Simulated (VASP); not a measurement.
# Cu (I4/mmm) in VASP: further runs, part 2 of 2

VASP 6.6.1.

### Step 3. Single point, PBEsol (strain -0.025 along x and y, +0.050 along z)

File INCAR:

```
PREC = Accurate
ENCUT = 520
EDIFF = 1E-6
ISMEAR = 0
SIGMA = 0.15
LREAL = F
LASPH = T
NELM = 80
ALGO = Normal
ISIF = 2
LWAVE = F
LCHARG = F
GGA = PS
NBANDS = 12
```

File KPOINTS:

```
regular mesh
0
Gamma
  24 24 24
```

File POSCAR:

```
Cu
1.0
   -1.4067234870      1.4067234870      1.4448855225
    1.4067234870     -1.4067234870      1.4448855225
    1.4067234870      1.4067234870     -1.4448855225
Cu
1
Direct
    0.0000000000      0.0000000000      0.0000000000
```

Potentials or basis: VASP PAW PBE potentials, release 64 (Cu).

Run with:

```bash
> cat potpaw_PBE.64/Cu/POTCAR > POTCAR
> mpirun -np 1 vasp_std > vasp.out
```

OUTCAR:

```text
PREC = Accurate
   ENCUT = 520
   EDIFF = 1E-6
   ISMEAR = 0
   LREAL = F
   LASPH = T
   NELM = 80
   ISIF = 2
   GGA = PS

 ion  position               nearest neighbor table
   1  0.000  0.000  0.000-

  LATTYP: Found a body centered tetragonal cell.
 ALAT       =     2.8134469740
 C/A-ratio  =     1.0271283133

  Lattice vectors:

 A1 = (  -1.4067234870,   1.4067234870,   1.4448855225)
 A2 = (   1.4067234870,  -1.4067234870,   1.4448855225)
 A3 = (   1.4067234870,   1.4067234870,  -1.4448855225)

Analysis of symmetry for initial positions (statically):
=====================================================================
 Subroutine PRICEL returns:
 Original cell was already a primitive cell.

 Routine SETGRP: Setting up the symmetry group for a
 body centered tetragonal supercell.

 Subroutine GETGRP returns: Found 16 space group operations
 (whereof 16 operations were pure point group operations)
 out of a pool of 16 trial point group operations.

The static configuration has the point symmetry D_4h.

Analysis of symmetry for dynamics (positions and initial velocities):
=====================================================================
 Subroutine PRICEL returns:
 Original cell was already a primitive cell.

 Routine SETGRP: Setting up the symmetry group for a
 body centered tetragonal supercell.

 Subroutine GETGRP returns: Found 16 space group operations
 (whereof 16 operations were pure point group operations)
 out of a pool of 16 trial point group operations.

The dynamic configuration has the point symmetry D_4h.

 Subroutine INISYM returns: Found 16 space group operations
 (whereof 16 operations are pure point group operations),
 and found     1 'primitive' translations

----------------------------------------------------------------------------------------

                                     Primitive cell

  volume of cell :      11.4370

  direct lattice vectors                    reciprocal lattice vectors
    -1.406723487  1.406723487  1.444885522     0.000000000  0.355435880  0.346048176
     1.406723487 -1.406723487  1.444885522     0.355435880  0.000000000  0.346048176
     1.406723487  1.406723487 -1.444885522     0.355435880  0.355435880  0.000000000

  length of vectors
     2.458746858  2.458746858  2.458746858     0.496068549  0.496068549  0.502662242

  position of ions in fractional coordinates (direct lattice)
     0.000000000  0.000000000  0.000000000

  ion indices of the primitive-cell ions
   primitive index   ion index
                 1           1

----------------------------------------------------------------------------------------

 KPOINTS: regular mesh

Automatic generation of k-mesh.
 Grid dimensions read from file:
 generate k-points for:   24   24   24

 Generating k-lattice:

  Cartesian coordinates                     Fractional coordinates (reciprocal lattice)
     0.000000000  0.014809828  0.014418674     0.041666667 -0.000000000  0.000000000
     0.014809828  0.000000000  0.014418674    -0.000000000  0.041666667  0.000000000
     0.014809828  0.014809828  0.000000000     0.000000000  0.000000000  0.041666667

  Length of vectors
     0.020669523  0.020669523  0.020944260

  Shift w.r.t. Gamma in fractional coordinates (k-lattice)
     0.000000000  0.000000000  0.000000000

 Subroutine IBZKPT returns following result:
 ===========================================

 Found   1063 irreducible k-points:

 Following reciprocal coordinates:
            Coordinates               Weight
  0.000000  0.000000  0.000000      1.000000
  0.041667  0.000000  0.000000      8.000000
  0.083333  0.000000  0.000000      8.000000
  0.125000  0.000000  0.000000      8.000000
  0.166667  0.000000  0.000000      8.000000
  0.208333 -0.000000  0.000000      8.000000
[... 16 lines left out ...]
  0.416667  0.041667  0.000000     16.000000
  0.458333  0.041667 -0.000000     16.000000
 [... further k-points ...]
   k-points           NKPTS =   1063   k-points in BZ     NKDIM =   1063   number of bands    NBANDS=     12
   number of dos      NEDOS =    301   number of ions     NIONS =      1
   total plane-waves  NPLWV =   5832
   dimension x,y,z NGX =    18 NGY =   18 NGZ =   18
   dimension x,y,z NGXF=    36 NGYF=   36 NGZF=   36
   ions per type =               1
   NGX,Y,Z   is equivalent  to a cutoff of  12.17, 12.17, 12.17 a.u.
   NGXF,Y,Z  is equivalent  to a cutoff of  24.34, 24.34, 24.34 a.u.
 SYSTEM =  unknown system
   PREC   = accura    normal or accurate (medium, high low for compatibility)
   ISTART =      0    job   : 0-new  1-cont  2-samecut
   ICHARG =      2    charge: 1-file 2-atom 10-const
   ISPIN  =      1    spin polarized calculation?
   LNONCOLLINEAR =      F non collinear calculations
   LSORBIT =      F    spin-orbit coupling
   LASPH  =      T    aspherical Exc in radial PAW
   ENCUT  =  520.0 eV  38.22 Ry    6.18 a.u.   4.57  4.57  4.57*2*pi/ulx,y,z
   NELM   =     80;   NELMIN=  2; NELMDL= -5     # of ELM steps
   EDIFF  = 0.1E-05   stopping-criterion for ELM
   LREAL  =      F    real-space projection
   EDIFFG = 0.1E-04   stopping-criterion for IOM
   NSW    =      0    number of steps for IOM
   IBRION =     -1    ionic relax: 0-MD 1-quasi-New 2-CG
   NFREE  =      0    steps in history (QN), initial steepest desc. (CG)
   ISIF   =      2    stress and relaxation
   ISYM   =      2    0-nonsym 1-usesym 2-fastsym
   POTIM  = 0.5000    time-step for ionic-motion
   TEBEG  =    0.0;   TEEND  =   0.0 temperature during run
   PSTRESS=    0.0 pullay stress
   NELECT =      11.0000    total number of electrons
   NUPDOWN=      -1.0000    fix difference up-down
   EMIN   =  10.00;   EMAX   =-10.00  energy-range for DOS
   EFERMI =   0.00;   METHOD = LEGACY
   ISMEAR =     0;   SIGMA  =   0.15  broadening in eV -4-tet -1-fermi 0-gaus
   EFERMI_NEDOS =   21; number of points for ismear=-14 and -15
   IALGO  =     38    algorithm
   IMIX   =      4    mixing-type and parameters
     AMIX     =   0.40;   BMIX     =  1.00
     AMIX_MAG =   1.60;   BMIX_MAG =  1.00
  volume/ion in A,a.u.               =      11.44        77.18
  Fermi-wavevector in a.u.,A,eV,Ry     =   1.615978  3.053755 35.530045  2.611385
  Thomas-Fermi vector in A             =   2.710639
   LORBIT       =      0    0 simple, 1 ext, 2 COOP (PROOUT), +10 PAW based schemes
   GGA     = PS    functional components
   LHFCALC =     F    Hartree Fock is set to
   AEXX    =    0.0000 exact exchange contribution
   IVDW    =     0    specifies the selected vdW correction
   LEPSILON=     F    determine dielectric tensor
   LRPA    =     F    only Hartree local field effects (RPA)
 non-spin polarized calculation
 Gauss-broadening in eV      SIGMA  =   0.15
  energy-cutoff  :      520.00
  volume of cell :       11.44
 maximum number of plane-waves:       329
   NGX =  9   NGY =  9   NGZ =  9

 number of electron      10.9999992 magnetization

 Free energy of the ion-electron system (eV)
  ---------------------------------------------------
  ext. energy  EPLUGINS =         0.00000000
  ---------------------------------------------------
  free energy    TOTEN  =        -4.27177621 eV

  energy without entropy =       -4.26740953  energy(sigma->0) =       -4.26959287

 E-fermi :   7.7993     XC(G=0): -13.0979

 val. band max:        7.7976815440   @ k =  -0.4583   0.5000   0.0417
 cond. band min:       7.8028746491   @ k =  -0.3750   0.3750   0.2083
 fundamental gap:      0.0051931051
 Fermi energy:         7.7993114640

 k-point     1 :       0.0000    0.0000    0.0000
  band No.  band energies     occupation
      1      -1.8272      2.00000
      2       4.5617      2.00000
      3       4.5617      2.00000
      4       4.6669      2.00000
      5       5.6075      2.00000
      6       5.7175      2.00000
      7      32.7772      0.00000
      8      33.3215      0.00000
      9      33.3215      0.00000
     10      36.5074      0.00000
     11      36.9914      0.00000
     12      37.2503      0.00000

 k-point     2 :       0.0417    0.0000    0.0000
  band No.  band energies     occupation
      1      -1.7591      2.00000
      2       4.5616      2.00000
      3       4.5660      2.00000
      4       4.6765      2.00000
      5       5.5981      2.00000
      6       5.7139      2.00000
      7      32.1518      0.00000
      8      32.9748      0.00000
      9      33.1425      0.00000
     10      35.6381      0.00000
     11      36.1028      0.00000
     12      36.1284      0.00000
[... 316 lines left out ...]
 k-point    24 :       0.4583    0.0417   -0.0000
  band No.  band energies     occupation
      1       2.5921      2.00000
      2       3.8989      2.00000
      3       5.5652      2.00000
      4       5.7021      2.00000
      5       6.2265      2.00000
      6       7.2445      2.00000
      7      12.3691      0.00000
      8      25.0942      0.00000
      9      25.8761      0.00000
     10      30.2638      0.00000
     11      33.2727      0.00000
     12      41.2755      0.00000

 [... further k-points ...]
[... 5 lines left out ...]
  --------------------------------------------------------------------------------------
  -------------------------------------------------------------------------------------
  Total       -0.0393889     -0.0393889     -0.0122265      0.0000000      0.0000000      0.0000000
  in kB       -5.5178970     -5.5178970     -1.7127823      0.0000000      0.0000000      0.0000000
  external PRESSURE =      -4.2495254 kB  Pullay stress =       0.0000000 kB

 VOLUME and BASIS-vectors are now :
 -----------------------------------------------------------------------------
  energy-cutoff  :      520.00
  volume of cell :       11.44
      direct lattice vectors                 reciprocal lattice vectors
    -1.406723487  1.406723487  1.444885522     0.000000000  0.355435880  0.346048176
     1.406723487 -1.406723487  1.444885522     0.355435880  0.000000000  0.346048176
     1.406723487  1.406723487 -1.444885522     0.355435880  0.355435880  0.000000000

 POSITION                                       TOTAL-FORCE (eV/Angst)
 -----------------------------------------------------------------------------------
      0.00000      0.00000      0.00000        -0.000000      0.000000     -0.000000
 -----------------------------------------------------------------------------------
    total drift:                               -0.000000      0.000000      0.000000

  FREE ENERGIE OF THE ION-ELECTRON SYSTEM (eV)
  ---------------------------------------------------
  free  energy   TOTEN  =        -4.2717762061 eV

  energy  without entropy=       -4.2674095271  energy(sigma->0) =       -4.26959287
```

Wall time 88 s (1 thread of Intel Xeon Platinum 8259CL at 2.50GHz (Skylake/Cascade Lake), shared host); peak memory 0.24 GiB.

Results:

* Free energy: -4.2718 eV
* Pressure: -0.4 GPa

Stress tensor (GPa, compression positive):
```
-0.55  0.00  0.00
 0.00 -0.55  0.00
 0.00  0.00 -0.17
```

Levels at points of the mesh, in eV from the Fermi level:
```
           k point  band 2  band 3  band 4  band 5  band 6  band 7  band 8  band 9  band 10  band 11
(0.00, 0.00, 0.00)   -3.24   -3.24   -3.13   -2.19   -2.08   24.98   25.52   25.52    28.71    29.19
(0.50, 0.00, 0.00)   -3.91   -2.23   -2.02   -1.38   -0.77    4.42   17.98   18.17    21.94    25.01
(0.50, 0.50, 0.00)   -4.04   -2.10   -1.99   -1.36   -0.56    4.70   17.28   17.38    21.30    24.40
(0.50, 0.50, 0.50)   -4.80   -1.57   -1.54   -1.54    7.63    8.64    8.64   13.48    14.11    16.54
```

Caveat: the cell differs from its parent crystal (strain -0.025 along x and y, +0.050 along z); the PAW data sets were made with another functional, which shifts forces and pressure a little.

### Step 4. Single point, PBEsol (strain -0.050 along x and y, -0.025 along z)

File INCAR:

```
PREC = Accurate ; ENCUT = 520
EDIFF = 1E-6 ; ISMEAR = 0
SIGMA = 0.15 ; LREAL = F
LASPH = T ; NELM = 80
ALGO = Normal ; ISIF = 2
LWAVE = F ; LCHARG = F
GGA = PS ; NBANDS = 12
```

File KPOINTS:

```
Automatic mesh
0
Gamma
  24 24 24
```

File POSCAR:

```
Cu
1.0
   -1.3706536540      1.3706536540      1.3416794138
    1.3706536540     -1.3706536540      1.3416794138
    1.3706536540      1.3706536540     -1.3416794138
Cu
1
Direct
    0.0000000000      0.0000000000      0.0000000000
```

Run with:

```bash
> cat potpaw_PBE.64/Cu/POTCAR > POTCAR
> mpirun -np 1 vasp_std > vasp.out
```

It took 3.3 min on 1 thread of AMD EPYC 7R13, shared host; peak memory 0.19 GiB.

It converged, with:

```
Free energy : -4.1711 eV
Pressure    : 27.3 GPa
```

Stress tensor (GPa, compression positive):
```
27.23  0.00  0.00
 0.00 27.23  0.00
 0.00  0.00 27.35
```

Levels at points of the mesh, in eV from the Fermi level:
| k point | band 2 | band 3 | band 4 | band 5 | band 6 | band 7 | band 8 | band 9 | band 10 | band 11 |
| --- | --- | --- | --- | --- | --- | --- | --- | --- | --- | --- |
| (0.00, 0.00, 0.00) | -3.76 | -3.65 | -3.65 | -2.46 | -2.35 | 26.35 | 26.35 | 26.90 | 31.22 | 31.67 |
| (0.50, 0.00, 0.00) | -4.65 | -2.43 | -2.23 | -1.46 | -1.02 | 5.32 | 18.56 | 19.32 | 23.15 | 26.94 |
| (0.50, 0.50, 0.00) | -4.52 | -2.53 | -2.29 | -1.48 | -1.21 | 5.06 | 19.13 | 20.03 | 23.71 | 27.44 |
| (0.50, 0.50, 0.50) | -5.65 | -1.69 | -1.69 | -1.67 | 8.57 | 8.57 | 9.47 | 14.59 | 15.02 | 18.96 |

Caveat: the cell differs from its parent crystal (strain -0.050 along x and y, -0.025 along z); the PAW data sets were made with another functional, which shifts forces and pressure a little.

### Step 5. Single point, PBEsol (strain -0.050 along x and y, +0.000 along z)

File INCAR:

```
SYSTEM = Cu
PREC = Accurate
ENCUT = 520
EDIFF = 1E-6
ISMEAR = 0
SIGMA = 0.15
LREAL = .FALSE.
LASPH = .TRUE.
NELM = 60
ALGO = Normal
ISIF = 2
LWAVE = .FALSE.
LCHARG = .FALSE.
GGA = PS
NBANDS = 12
```

File KPOINTS:

```
regular mesh
0
G
  24 24 24
  0 0 0
```

File POSCAR:

```
Cu
1.0
   -1.3706536540      1.3706536540      1.3760814500
    1.3706536540     -1.3706536540      1.3760814500
    1.3706536540      1.3706536540     -1.3760814500
Cu
1
Direct
    0.0000000000      0.0000000000      0.0000000000
```

Run with:

```bash
> cat potpaw_PBE.64/Cu/POTCAR > POTCAR
> mpirun -np 1 vasp_std > vasp.out
```

Wall time 3.4 min (1 thread of AMD EPYC 7R13, shared host); peak memory 0.2 GiB.

Results (log left out):

```
Free energy : -4.2096 eV
Pressure    : 20.3 GPa
```

Levels at points of the mesh, in eV from the Fermi level:
| k point | band 4 | band 5 | band 6 | band 7 | band 8 | band 9 |
| --- | --- | --- | --- | --- | --- | --- |
| (0.00, 0.00, 0.00) | -3.57 | -2.36 | -2.34 | 26.24 | 26.34 | 26.34 |
| (0.50, 0.00, 0.00) | -2.21 | -1.45 | -1.01 | 5.06 | 18.58 | 19.25 |
| (0.50, 0.50, 0.00) | -2.20 | -1.44 | -0.98 | 5.11 | 18.48 | 19.12 |
| (0.50, 0.50, 0.50) | -1.65 | -1.65 | 8.64 | 8.80 | 8.80 | 14.58 |

Caveat: the cell differs from its parent crystal (strain -0.050 along x and y, +0.000 along z); the PAW data sets were made with another functional, which shifts forces and pressure a little.

### Step 6. Single point, PBEsol (strain -0.025 along x and y, -0.050 along z)

File INCAR:

```
SYSTEM = Cu
PREC = Accurate
ENCUT = 520
EDIFF = 1E-6
ISMEAR = 0
SIGMA = 0.15
LREAL = .False.
LASPH = .True.
NELM = 60
ALGO = Normal
ISIF = 2
LWAVE = .False.
LCHARG = .False.
GGA = PS
NBANDS = 12
```

File KPOINTS:

```
regular mesh
0
Gamma
  24 24 24
  0 0 0
```

File POSCAR:

```
Cu
1.0
   -1.4067234870      1.4067234870      1.3072773775
    1.4067234870     -1.4067234870      1.3072773775
    1.4067234870      1.4067234870     -1.3072773775
Cu
1
Direct
    0.0000000000      0.0000000000      0.0000000000
```

Potentials or basis: VASP PAW PBE potentials, release 64 (Cu).

Run with:

```bash
> cat potpaw_PBE.64/Cu/POTCAR > POTCAR
> mpirun -np 1 vasp_std > vasp.out
```

Run time: 3.4 min. Hardware: 1 thread of AMD EPYC 7R13, shared host; peak memory 0.2 GiB.

It converged, with:

* Free energy: -4.2095 eV
* Pressure: 20.3 GPa

Stress tensor (GPa, compression positive):
```
19.94  0.00  0.00
 0.00 19.94  0.00
 0.00  0.00 21.09
```

Levels at points of the mesh, in eV from the Fermi level:
| k point | band 2 | band 3 | band 4 | band 5 | band 6 | band 7 | band 8 | band 9 | band 10 | band 11 |
| --- | --- | --- | --- | --- | --- | --- | --- | --- | --- | --- |
| (0.00, 0.00, 0.00) | -3.80 | -3.44 | -3.44 | -2.57 | -2.18 | 25.50 | 25.50 | 27.62 | 30.26 | 30.54 |
| (0.50, 0.00, 0.00) | -4.59 | -2.38 | -2.03 | -1.44 | -0.76 | 5.40 | 17.94 | 18.47 | 22.42 | 26.06 |
| (0.50, 0.50, 0.00) | -4.15 | -2.65 | -2.30 | -1.48 | -1.40 | 4.53 | 19.92 | 20.89 | 24.33 | 27.79 |
| (0.50, 0.50, 0.50) | -5.44 | -1.68 | -1.68 | -1.59 | 7.77 | 7.77 | 10.86 | 13.84 | 14.86 | 19.02 |

Caveat: the cell differs from its parent crystal (strain -0.025 along x and y, -0.050 along z); the PAW data sets were made with another functional, which shifts forces and pressure a little.

### Step 7. Overview

```tsv
cell	gap on the mesh (eV)	pressure (GPa)
a = 2.439 Å, angles 109.5, 109.5, 109.3°, 1 atom	none	3.7
a = 2.459 Å, angles 110.2, 110.2, 108.0°, 1 atom	none	-0.4
a = 2.357 Å, angles 108.9, 108.9, 110.6°, 1 atom	none	27.3
a = 2.377 Å, angles 109.6, 109.6, 109.3°, 1 atom	none	20.3
a = 2.380 Å, angles 107.6, 107.6, 113.4°, 1 atom	none	20.3
```

Alike in all rows: task single point; level PBEsol; potentials or basis VASP PAW PBE potentials, release 64 (Cu); no spin polarisation; k mesh 24 × 24 × 24; cutoff (eV) 520; smearing gaussian 0.15 eV.

Caveats: the PAW data sets were made with another functional, which shifts forces and pressure a little.

Total energies depend on the potentials used, so only differences within one code and one set of settings carry meaning.
